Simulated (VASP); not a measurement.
# KTaO3 (Pm-3m) in VASP: notebook

Runs on KTaO3. Level: PBEsol. Tasks: single point.

All numbers are computed with VASP 6.6.1; they aren't measurements. Logs are shortened: lines on timing, memory, paths and dates and some standing lists are left out, and cuts for length are marked.

## (1) The cell of the first run

Symmetry: Pm-3m, No. 221, cubic system. Conventional cell: a = 3.985 Å, b = 3.985 Å, c = 3.985 Å, α = 90.00°, β = 90.00°, γ = 90.00°. Within 3.7 Å of K (site symmetry m-3m) lie 12 O at 2.82 Å and 8 Ta at 3.45 Å. Ta (site symmetry m-3m) has 6 O at 1.99 Å within 2.6 Å. Within 2.6 Å of O (site symmetry 4/mmm) lie 2 Ta at 1.99 Å.

## (2) Single point, PBEsol

Input file INCAR:

```
SYSTEM = KTaO3
PREC = Accurate
ENCUT = 520
EDIFF = 1E-6
ISMEAR = 0
SIGMA = 0.02
LREAL = .FALSE.
LASPH = .TRUE.
NELM = 80
ALGO = Normal
ISIF = 2
LWAVE = .FALSE.
LCHARG = .FALSE.
GGA = PS
NBANDS = 27
```

Input file KPOINTS:

```
Automatic mesh
0
G
  8 8 8
  0 0 0
```

Input file POSCAR:

```
KTaO3
1.0
    3.9853580911      0.0000000000      0.0000000000
    0.0000000000      3.9853580911      0.0000000000
    0.0000000000      0.0000000000      3.9853580911
K Ta O
1 1 3
Direct
    0.5000000000      0.5000000000      0.5000000000
    0.0000000000      0.0000000000      0.0000000000
    0.5000000000      0.0000000000      0.0000000000
    0.0000000000      0.5000000000      0.0000000000
    0.0000000000      0.0000000000      0.5000000000
```

Potentials or basis: VASP PAW PBE potentials, release 64 (K_sv, Ta_pv, O).

Run with:

```bash
$ cat potpaw_PBE.64/K_sv/POTCAR potpaw_PBE.64/Ta_pv/POTCAR potpaw_PBE.64/O/POTCAR > POTCAR
$ mpirun -np 1 vasp_std > vasp.out
```

OUTCAR:

```text
SYSTEM = KTaO3
   PREC = Accurate
   ENCUT = 520
   EDIFF = 1E-6
   ISMEAR = 0
   LREAL = .FALSE.
   LASPH = .TRUE.
   NELM = 80
   ISIF = 2
   GGA = PS

 ion  position               nearest neighbor table
   1  0.500  0.500  0.500-   3 2.82   4 2.82   5 2.82   3 2.82   4 2.82   3 2.82   5 2.82   3 2.82
                             4 2.82   5 2.82   4 2.82   5 2.82   2 3.45   2 3.45   2 3.45   2 3.45
   2  0.000  0.000  0.000-   3 1.99   4 1.99   5 1.99   5 1.99   4 1.99   3 1.99   1 3.45   1 3.45
                             1 3.45   1 3.45   1 3.45   1 3.45   1 3.45   1 3.45
   3  0.500  0.000  0.000-   2 1.99   2 1.99   1 2.82   1 2.82   1 2.82   1 2.82
   4  0.000  0.500  0.000-   2 1.99   2 1.99   1 2.82   1 2.82   1 2.82   1 2.82
   5  0.000  0.000  0.500-   2 1.99   2 1.99   1 2.82   1 2.82   1 2.82   1 2.82

  LATTYP: Found a simple cubic cell.
 ALAT       =     3.9853580911

  Lattice vectors:

 A1 = (   3.9853580911,   0.0000000000,   0.0000000000)
 A2 = (   0.0000000000,   3.9853580911,   0.0000000000)
 A3 = (   0.0000000000,   0.0000000000,   3.9853580911)

Analysis of symmetry for initial positions (statically):
=====================================================================
 Subroutine PRICEL returns:
 Original cell was already a primitive cell.

 Routine SETGRP: Setting up the symmetry group for a
 simple cubic supercell.

 Subroutine GETGRP returns: Found 48 space group operations
 (whereof 48 operations were pure point group operations)
 out of a pool of 48 trial point group operations.

The static configuration has the point symmetry O_h .

Analysis of symmetry for dynamics (positions and initial velocities):
=====================================================================
 Subroutine PRICEL returns:
 Original cell was already a primitive cell.

 Routine SETGRP: Setting up the symmetry group for a
 simple cubic supercell.

 Subroutine GETGRP returns: Found 48 space group operations
 (whereof 48 operations were pure point group operations)
 out of a pool of 48 trial point group operations.

The dynamic configuration has the point symmetry O_h .

 Subroutine INISYM returns: Found 48 space group operations
 (whereof 48 operations are pure point group operations),
 and found     1 'primitive' translations

----------------------------------------------------------------------------------------

                                     Primitive cell

  volume of cell :      63.2998

  direct lattice vectors                    reciprocal lattice vectors
     3.985358091  0.000000000  0.000000000     0.250918481  0.000000000  0.000000000
     0.000000000  3.985358091  0.000000000     0.000000000  0.250918481  0.000000000
     0.000000000  0.000000000  3.985358091     0.000000000  0.000000000  0.250918481

  length of vectors
     3.985358091  3.985358091  3.985358091     0.250918481  0.250918481  0.250918481

  position of ions in fractional coordinates (direct lattice)
     0.500000000  0.500000000  0.500000000
     0.000000000  0.000000000  0.000000000
     0.500000000  0.000000000  0.000000000
     0.000000000  0.500000000  0.000000000
     0.000000000  0.000000000  0.500000000

  ion indices of the primitive-cell ions
   primitive index   ion index
                 1           1
                 2           2
                 3           3
                 4           4
                 5           5

----------------------------------------------------------------------------------------

 KPOINTS: Automatic mesh

Automatic generation of k-mesh.
 Grid dimensions read from file:
 generate k-points for:    8    8    8

 Generating k-lattice:

  Cartesian coordinates                     Fractional coordinates (reciprocal lattice)
     0.031364810  0.000000000  0.000000000     0.125000000  0.000000000  0.000000000
     0.000000000  0.031364810  0.000000000     0.000000000  0.125000000  0.000000000
     0.000000000  0.000000000  0.031364810     0.000000000  0.000000000  0.125000000

  Length of vectors
     0.031364810  0.031364810  0.031364810

  Shift w.r.t. Gamma in fractional coordinates (k-lattice)
     0.000000000  0.000000000  0.000000000

 Subroutine IBZKPT returns following result:
 ===========================================

 Found     35 irreducible k-points:

 Following reciprocal coordinates:
            Coordinates               Weight
  0.000000  0.000000  0.000000      1.000000
  0.125000  0.000000  0.000000      6.000000
  0.250000  0.000000  0.000000      6.000000
  0.375000  0.000000  0.000000      6.000000
  0.500000  0.000000  0.000000      3.000000
  0.125000  0.125000  0.000000     12.000000
[... 16 lines left out ...]
  0.375000  0.375000  0.125000     24.000000
  0.500000  0.375000  0.125000     24.000000
 [... further k-points ...]
   k-points           NKPTS =     35   k-points in BZ     NKDIM =     35   number of bands    NBANDS=     27
   number of dos      NEDOS =    301   number of ions     NIONS =      5
   total plane-waves  NPLWV =  27000
   dimension x,y,z NGX =    30 NGY =   30 NGZ =   30
   dimension x,y,z NGXF=    60 NGYF=   60 NGZF=   60
   ions per type =               1   1   3
   NGX,Y,Z   is equivalent  to a cutoff of  12.51, 12.51, 12.51 a.u.
   NGXF,Y,Z  is equivalent  to a cutoff of  25.03, 25.03, 25.03 a.u.
 SYSTEM =  KTaO3
   PREC   = accura    normal or accurate (medium, high low for compatibility)
   ISTART =      0    job   : 0-new  1-cont  2-samecut
   ICHARG =      2    charge: 1-file 2-atom 10-const
   ISPIN  =      1    spin polarized calculation?
   LNONCOLLINEAR =      F non collinear calculations
   LSORBIT =      F    spin-orbit coupling
   LASPH  =      T    aspherical Exc in radial PAW
   ENCUT  =  520.0 eV  38.22 Ry    6.18 a.u.   7.41  7.41  7.41*2*pi/ulx,y,z
   NELM   =     80;   NELMIN=  2; NELMDL= -5     # of ELM steps
   EDIFF  = 0.1E-05   stopping-criterion for ELM
   LREAL  =      F    real-space projection
   EDIFFG = 0.1E-04   stopping-criterion for IOM
   NSW    =      0    number of steps for IOM
   IBRION =     -1    ionic relax: 0-MD 1-quasi-New 2-CG
   NFREE  =      0    steps in history (QN), initial steepest desc. (CG)
   ISIF   =      2    stress and relaxation
   ISYM   =      2    0-nonsym 1-usesym 2-fastsym
   POTIM  = 0.5000    time-step for ionic-motion
   TEBEG  =    0.0;   TEEND  =   0.0 temperature during run
   PSTRESS=    0.0 pullay stress
   NELECT =      38.0000    total number of electrons
   NUPDOWN=      -1.0000    fix difference up-down
   EMIN   =  10.00;   EMAX   =-10.00  energy-range for DOS
   EFERMI =   0.00;   METHOD = LEGACY
   ISMEAR =     0;   SIGMA  =   0.02  broadening in eV -4-tet -1-fermi 0-gaus
   EFERMI_NEDOS =   21; number of points for ismear=-14 and -15
   IALGO  =     38    algorithm
   IMIX   =      4    mixing-type and parameters
     AMIX     =   0.40;   BMIX     =  1.00
     AMIX_MAG =   1.60;   BMIX_MAG =  1.00
  volume/ion in A,a.u.               =      12.66        85.43
  Fermi-wavevector in a.u.,A,eV,Ry     =   1.381027  2.609762 25.949497  1.907234
  Thomas-Fermi vector in A             =   2.505849
   LORBIT       =      0    0 simple, 1 ext, 2 COOP (PROOUT), +10 PAW based schemes
   GGA     = PS    functional components
   LHFCALC =     F    Hartree Fock is set to
   AEXX    =    0.0000 exact exchange contribution
   IVDW    =     0    specifies the selected vdW correction
   LEPSILON=     F    determine dielectric tensor
   LRPA    =     F    only Hartree local field effects (RPA)
 non-spin polarized calculation
 Gauss-broadening in eV      SIGMA  =   0.02
  energy-cutoff  :      520.00
  volume of cell :       63.30
 maximum number of plane-waves:      1743
 NGX is ok and might be reduce to    30
   NGX = 15   NGY = 15   NGZ = 15

 number of electron      37.9999976 magnetization

 Free energy of the ion-electron system (eV)
  ---------------------------------------------------
  ext. energy  EPLUGINS =         0.00000000
  ---------------------------------------------------
  free energy    TOTEN  =       -42.92057719 eV

  energy without entropy =      -42.92057719  energy(sigma->0) =      -42.92057719

 E-fermi :   1.7933     XC(G=0): -11.1511

 val. band max:        1.6781959607   @ k =   0.5000   0.5000   0.5000
 cond. band min:       3.7675101285   @ k =   0.0000   0.0000   0.0000
 fundamental gap:      2.0893141679
 Fermi energy:         1.7932771758

 k-point     1 :       0.0000    0.0000    0.0000
  band No.  band energies     occupation
      1     -32.3759      2.00000
      2     -32.3759      2.00000
      3     -32.3759      2.00000
      4     -25.4387      2.00000
      5     -15.8151      2.00000
      6     -15.0874      2.00000
[... 19 lines left out ...]
     26       9.5882      0.00000
     27       9.5882      0.00000

 k-point     2 :       0.1250    0.0000    0.0000
  band No.  band energies     occupation
      1     -32.3896      2.00000
      2     -32.3754      2.00000
      3     -32.3754      2.00000
      4     -25.4343      2.00000
      5     -15.7689      2.00000
      6     -15.0837      2.00000
[... 19 lines left out ...]
     26       9.7911      0.00000
     27       9.8297      0.00000

 k-point     3 :       0.2500    0.0000    0.0000
  band No.  band energies     occupation
      1     -32.4223      2.00000
      2     -32.3741      2.00000
      3     -32.3741      2.00000
      4     -25.4236      2.00000
      5     -15.7131      2.00000
      6     -15.0750      2.00000
[... 594 lines left out ...]
      1     -32.4504      2.00000
      2     -32.4500      2.00000
      3     -32.3832      2.00000
      4     -25.3959      2.00000
      5     -15.2306      2.00000
      6     -14.4079      2.00000
[... 19 lines left out ...]
     26      12.2150      0.00000
     27      12.3790      0.00000

 k-point    24 :       0.5000    0.3750    0.1250
  band No.  band energies     occupation
      1     -32.4634      2.00000
      2     -32.4495      2.00000
      3     -32.3827      2.00000
      4     -25.3934      2.00000
      5     -15.2057      2.00000
      6     -14.3868      2.00000
[... 19 lines left out ...]
     26      12.3416      0.00000
     27      12.4103      0.00000

 [... further k-points ...]

------------------------ aborting loop because EDIFF is reached ----------------------------------------

  FORCE on cell =-STRESS in cart. coord.  units (eV):
  Direction    XX          YY          ZZ          XY          YZ          ZX
  --------------------------------------------------------------------------------------
  -------------------------------------------------------------------------------------
  Total        0.2894339      0.2894339      0.2894339      0.0000000     -0.0000000      0.0000000
  in kB        7.3258490      7.3258490      7.3258490      0.0000000     -0.0000000      0.0000000
  external PRESSURE =       7.3258490 kB  Pullay stress =       0.0000000 kB

 VOLUME and BASIS-vectors are now :
 -----------------------------------------------------------------------------
  energy-cutoff  :      520.00
  volume of cell :       63.30
      direct lattice vectors                 reciprocal lattice vectors
     3.985358091  0.000000000  0.000000000     0.250918481  0.000000000  0.000000000
     0.000000000  3.985358091  0.000000000     0.000000000  0.250918481  0.000000000
     0.000000000  0.000000000  3.985358091     0.000000000  0.000000000  0.250918481

 POSITION                                       TOTAL-FORCE (eV/Angst)
 -----------------------------------------------------------------------------------
      1.99268      1.99268      1.99268         0.000000      0.000000      0.000000
      0.00000      0.00000      0.00000         0.000000      0.000000      0.000000
      1.99268      0.00000      0.00000         0.000000      0.000000      0.000000
      0.00000      1.99268      0.00000         0.000000      0.000000      0.000000
      0.00000      0.00000      1.99268         0.000000      0.000000      0.000000
 -----------------------------------------------------------------------------------
    total drift:                                0.000000     -0.000000      0.000000

  FREE ENERGIE OF THE ION-ELECTRON SYSTEM (eV)
  ---------------------------------------------------
  free  energy   TOTEN  =       -42.9205771923 eV

  energy  without entropy=      -42.9205771923  energy(sigma->0) =      -42.92057719
```

It took 25 s on 1 thread of Intel Xeon 6975P-C (Granite Rapids), shared host; peak memory 0.2 GiB.

Results:

```
Free energy            : -42.9206 eV
Pressure               : 0.7 GPa
Band gap on the k mesh : 2.09 eV, indirect (least direct gap 2.71 eV)
```

Caveat: the PAW data sets were made with another functional, which shifts forces and pressure a little; spin-orbit coupling is left out, which moves the levels of the heavy elements.

## (3) Single point, PBEsol

Input file INCAR:

```
SYSTEM = KTaO3
ALGO     = Normal         ! electronic algorithm
EDIFF    = 1E-6           ! SCF threshold, eV
ENCUT    = 520            ! plane-wave cutoff, eV
GGA      = PS             ! functional
ISIF     = 2              ! what is computed and relaxed
ISMEAR   = 0              ! smearing method
LASPH    = .True.         ! aspherical terms in the spheres
LCHARG   = .True.         ! write CHGCAR
LELF     = .True.         ! ELF
LREAL    = .False.        ! projectors in reciprocal space
LVHAR    = .True.       
LWAVE    = .False.        ! write WAVECAR
NBANDS   = 27             ! bands
NELM     = 100            ! most SCF steps
PREC     = Accurate       ! precision mode
SIGMA    = 0.05           ! smearing width, eV
```

Input file KPOINTS:

```
k-points
0
Gamma
  8 8 8
  0 0 0
```

POSCAR is that of step 2.

Potentials or basis: VASP PAW PBE potentials, release 64 (K_sv, Ta_pv, O).

Run with:

```bash
$ cat potpaw_PBE.64/K_sv/POTCAR potpaw_PBE.64/Ta_pv/POTCAR potpaw_PBE.64/O/POTCAR > POTCAR
$ mpirun -np 1 vasp_std > vasp.out
```

It took 25 s on 1 thread of Intel Xeon 6975P-C (Granite Rapids), shared host; peak memory 0.2 GiB.

Results (log left out):

* Free energy: -42.9206 eV
* Pressure: 0.7 GPa
* Band gap on the k mesh: 2.09 eV, indirect (least direct gap 2.71 eV)

Levels at points of the mesh, in eV from the valence-band top:
```tsv
k point	band 15	band 16	band 17	band 18	band 19	band 20	band 21	band 22	band 23	band 24
(0.00, 0.00, 0.00)	-1.08	-1.08	-0.62	-0.62	-0.62	2.09	2.09	2.09	6.46	6.78
(0.50, 0.00, 0.00)	-2.35	-2.18	-1.55	-0.85	-0.85	2.25	5.00	5.00	6.82	8.42
(0.50, 0.50, 0.00)	-2.89	-1.66	-1.45	-1.45	-0.04	5.04	5.04	6.33	7.66	10.04
(0.50, 0.50, 0.50)	-3.95	-3.95	0.00	0.00	0.00	6.47	6.47	6.47	8.80	8.80
```

Caveat: the PAW data sets were made with another functional, which shifts forces and pressure a little; spin-orbit coupling is left out, which moves the levels of the heavy elements. PBEsol gaps usually lie below the measured ones, often by a third to a half.
